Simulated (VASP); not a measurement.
Input of a VASP 6.6.1 run:

File INCAR:

```
SYSTEM = Si4Cl
PREC = Accurate
ENCUT = 520
EDIFF = 1E-7
ISMEAR = 0
SIGMA = 0.1
LREAL = .False.
LASPH = .True.
NELM = 60
ALGO = Normal
ISIF = 2
LWAVE = .False.
LCHARG = .False.
GGA = PE
NBANDS = 20
```

The input KPOINTS:

```
Automatic mesh
0
Gamma
  6 6 4
  0 0 0
```

POSCAR

```
Si4Cl
1.0
    4.3188235600      0.0000000000      0.0000000000
   -2.1594117800      3.7402109200      0.0000000000
    0.0000000000      0.0000000000      6.6544041400
Si Cl
4 1
Direct
    0.3333333300      0.6666666700      0.0000000000
    0.6666666700      0.3333333300      0.0000000000
    0.0000000000      0.0000000000      0.7326636600
    0.0000000000      0.0000000000      0.2673363400
    0.0000000000      0.0000000000      0.5000000000
```

Potentials or basis: VASP PAW PBE potentials, release 64 (Si, Cl).

Command:

```sh
$ cat potpaw_PBE.64/Si/POTCAR potpaw_PBE.64/Cl/POTCAR > POTCAR
$ mpirun -np 1 vasp_std > vasp.out
```

(1) Predict the largest force.

(2) What does it give for the pressure?

## Answers

(1) 31.518 eV/Å.

(2) 42.9 GPa.

Caveat: an odd number of electrons without spin polarisation forces a metal; a magnetic or distorted state may lie lower.
